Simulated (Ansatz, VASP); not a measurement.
ZnSe in VASP and in Ansatz

The input INCAR:

```
PREC = Accurate ; ENCUT = 520
EDIFF = 1E-6 ; ISMEAR = 0
SIGMA = 0.05 ; LREAL = False
LASPH = True ; NELM = 100
ALGO = Normal ; ISIF = 2
LWAVE = False ; LCHARG = False
NBANDS = 26
```

KPOINTS

```
regular mesh
0
Gamma
  8 8 6
```

File POSCAR:

```
ZnSe
1.0
    3.7875101274      0.0000000000      0.0000000000
    0.0000000000      3.7875101274      0.0000000000
    0.0000000000      0.0000000000      4.9987337378
Zn Se
2 2
Direct
    0.0000000000      0.0000000000      0.0000000000
    0.5000000000      0.5000000000      0.0000000000
    0.0000000000      0.5000000000      0.2608314992
    0.5000000000      0.0000000000      0.7391685008
```

Input for Ansatz:

```yaml
crystal:
  lattice:
    - [3.7875101274, 0.0, 0.0]
    - [0.0, 3.7875101274, 0.0]
    - [0.0, 0.0, 4.9987337378]
  atoms:
    - { symbol: Zn, position: [0.0, 0.0, 0.0] }
    - { symbol: Zn, position: [0.5, 0.5, 0.0] }
    - { symbol: Se, position: [0.0, 0.5, 0.2608314992] }
    - { symbol: Se, position: [0.5, 0.0, 0.7391685008] }
basis:
  ecutwfc: 520.0
kpoints:
  mp_grid: { grid: [8, 8, 6] }
hamiltonian:
  xc: lda
scf:
  occupations: { method: gaussian, width: 0.05 }
output:
  forces: true
  stress: true
  eigenvalues: true
```

Alike in both runs: task single point; functional LDA; k mesh 8 × 8 × 6; occupations gaussian, width 0.05 eV; no spin polarisation.

|  | VASP | Ansatz |
| --- | --- | --- |
| version | VASP 6.6.1 | Ansatz 0.2.0 |
| potentials or method | VASP PAW LDA potentials, release 64 (Zn, Se), cutoff 520 eV | scalar-relativistic, plane waves, PAW |
| valence electrons in the cell | 36 | 56 |

|  | VASP | Ansatz | Ansatz less VASP |
| --- | --- | --- | --- |
| gap on the k mesh at the Fermi level (eV) | 1.32 | 1.35 | +0.021 |
| least direct gap on the mesh (eV) | 1.32 | 1.35 | +0.021 |
| pressure (GPa) | 23.4 | 22.5 | -0.95 |
| traceless stress, the component that is largest in VASP (GPa) | -0.98 | -0.87 | +0.116 |
| rms of the force components (eV/Å) | 1.484 | 1.430 | -0.0535 |

LDA's correlation is that of Perdew and Zunger in VASP and of Perdew and Wang (1992) in Ansatz. Atom by atom the forces differ by 0.053 eV/Å (rms over components). VASP's potentials hold 36 valence electrons a cell and Ansatz's 56, so a difference there can come from the potentials and not from the codes.
